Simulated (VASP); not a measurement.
**Si: single point with PBE**

Si:

```
Si
1.0
     0.00000    2.73497    2.73497
     2.73497    0.00000    2.73497
     2.73497    2.73497    0.00000
Si
2
Cartesian
  0.0000 0.0000 0.0000
  1.3675 1.3675 1.3675
```

```json
{"Program": "VASP 6.6.1", "Task": "single point", "Functional": "PBE", "Potentials or basis": "VASP PAW PBE potentials, release 64 (Si)", "Cutoff": "500 eV", "k mesh": "10 × 10 × 10", "Occupations": "gaussian, width 0.02 eV", "Spin": "no spin polarisation"}
```

```
Pressure               : -0.1 GPa
Band gap on the k mesh : 0.62 eV, indirect (least direct gap 2.56 eV)
```

Levels at points of the mesh, in eV from the valence-band top:
```tsv
k point	band 2	band 3	band 4	band 5	band 6	band 7
(0.00, 0.00, 0.00)	0.00	0.00	0.00	2.56	2.56	2.56
(0.50, 0.00, 0.00)	-6.87	-1.18	-1.18	1.46	3.35	3.35
(0.50, 0.50, 0.00)	-7.74	-2.79	-2.79	0.75	0.75	9.93
```

Wall time 16 s on 1 thread of Intel(R) Xeon(R) Platinum 8259CL CPU @ 2.50GHz (Skylake/Cascade Lake), on a shared host, peak memory 0.15 GiB.

A k mesh can miss the band edges. As with any semilocal functional, this PBE gap is likely too small.
